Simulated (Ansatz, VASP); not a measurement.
# Co: VASP beside Ansatz

```xyz
2
Lattice="2.5074 0.0000 0.0000 -1.2537 2.1715 0.0000 0.0000 0.0000 4.0699" Properties=species:S:1:pos:R:3 pbc="T T T"
Co    0.0000    1.4476    1.0175
Co    1.2537    0.7238    3.0524
```

Alike in both runs: task single point; functional PBEsol; k mesh 13 × 13 × 7; occupations fermi-dirac, width 0.1 eV; collinear spin.

|  | VASP | Ansatz |
| --- | --- | --- |
| version | VASP 6.6.1 | Ansatz 0.2.0 |
| potentials or method | VASP PAW PBE potentials, release 64 (Co), cutoff 520 eV | plane waves, PAW |
| valence electrons in the cell | 18 | 34 |

|  | VASP | Ansatz | Ansatz less VASP |
| --- | --- | --- | --- |
| net moment per atom (μB) | 1.61 | 1.62 | +0.006 |
| size of the moment on the site where the two differ most (μB) | 1.63 | 1.69 | +0.058 |

VASP's potentials were made for PBE, not for PBEsol. Site moments also hang on the region over which each program counts them. The functional is the same, so the differences come from potentials, cutoffs and numerics. VASP's potentials hold 18 valence electrons a cell and Ansatz's 34, so a difference there can come from the potentials and not from the codes.
